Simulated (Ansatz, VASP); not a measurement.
LiF in VASP and in Ansatz

```xyz
12
Lattice="5.5977 0.0000 0.0000 0.0000 4.8560 2.4277 0.0000 -4.8560 2.4277" Properties=species:S:1:pos:R:3 pbc="T T T"
Li    1.8994    0.9100    1.4813
Li    3.6983   -0.9100    1.4813
Li    1.8994   -0.9100    3.9090
Li    3.6983    0.9100    3.9090
Li    4.7171    2.4280    1.4825
Li    0.8806   -2.4280    1.4825
F     3.7712    0.9146    0.9454
F     1.8265   -0.9146    0.9454
F     3.7712   -0.9146    3.3731
F     1.8265    0.9146    3.3731
F     0.9333   -2.4280    3.3751
F     4.6644    2.4280    3.3751
```

Alike in both runs: functional PBE; k mesh 4 × 4 × 4; occupations gaussian, width 0.1 eV; no spin polarisation.

Ansatz relaxed the structure, and its values are those at the end. VASP's run is a single point on that final structure, the one shown.

```csv
,VASP,Ansatz
version,VASP 6.6.1,Ansatz 0.2.0
potentials or method,"VASP PAW PBE potentials, release 64 (Li_sv, F), cutoff 520 eV","scalar-relativistic, plane waves, PAW"
valence electrons in the cell,60,60
```

VASP gave:

* gap on the k mesh at the Fermi level (eV): 7.23
* least direct gap on the mesh (eV): 7.23

Q: Estimate Ansatz's values.

A: gap on the k mesh at the Fermi level (eV): 7.24; least direct gap on the mesh (eV): 7.24.

Noted on VASP's run: the cutoff is short for stress, so the pressure is rough.
